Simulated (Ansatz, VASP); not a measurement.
**Two plane-wave programs on LiF**

INCAR

```
SYSTEM = LiF
PREC     = Accurate       ! precision mode
ENCUT    = 520            ! plane-wave cutoff, eV
EDIFF    = 1E-7           ! SCF threshold, eV
ISMEAR   = 0              ! smearing method
SIGMA    = 0.01           ! smearing width, eV
LREAL    = .FALSE.        ! projectors in reciprocal space
LASPH    = .TRUE.         ! aspherical terms in the spheres
NELM     = 60             ! most SCF steps
ALGO     = Normal         ! electronic algorithm
ISIF     = 2              ! what is computed and relaxed
LWAVE    = .FALSE.        ! write WAVECAR
LCHARG   = .FALSE.        ! write CHGCAR
GGA      = PE             ! functional
NBANDS   = 12             ! bands
```

The input KPOINTS:

```
Automatic mesh
0
G
  8 8 8
  0 0 0
```

File POSCAR:

```
LiF
1.0
    2.6101555959      0.0000000000      0.0000000000
    0.0000000000      2.6101555959      0.0000000000
    0.0000000000      0.0000000000      2.6101555959
Li F
1 1
Direct
    0.0000000000      0.0000000000      0.0000000000
    0.5000000000      0.5000000000      0.5000000000
```

Input for Ansatz:

```yaml
crystal:
  lattice:
    - [2.6101555959, 0.0, 0.0]
    - [0.0, 2.6101555959, 0.0]
    - [0.0, 0.0, 2.6101555959]
  atoms:
    - { symbol: Li, position: [0.0, 0.0, 0.0] }
    - { symbol: F, position: [0.5, 0.5, 0.5] }
kpoints:
  mp_grid: { grid: [8, 8, 8] }
hamiltonian:
  xc: pbe
scf:
  occupations: { method: fixed }
  n_extra_bands: 4
output:
  forces: true
  stress: true
  eigenvalues: true
```

Alike in both runs: task single point; functional PBE; k mesh 8 × 8 × 8; no spin polarisation.

|  | VASP | Ansatz |
| --- | --- | --- |
| version | VASP 6.6.1 | Ansatz 0.2.0 |
| potentials or method | VASP PAW PBE potentials, release 64 (Li_sv, F) | plane waves, PAW |
| plane-wave cutoff (eV) | 520 | 420 |
| occupations | gaussian, width 0.01 eV | fixed |
| valence electrons in the cell | 10 | 10 |

|  | VASP | Ansatz | Ansatz less VASP |
| --- | --- | --- | --- |
| gap on the k mesh at the Fermi level (eV) | 7.05 | 7.05 | -0.007 |

Noted on VASP's run: the cutoff is short for stress, so the pressure is rough.
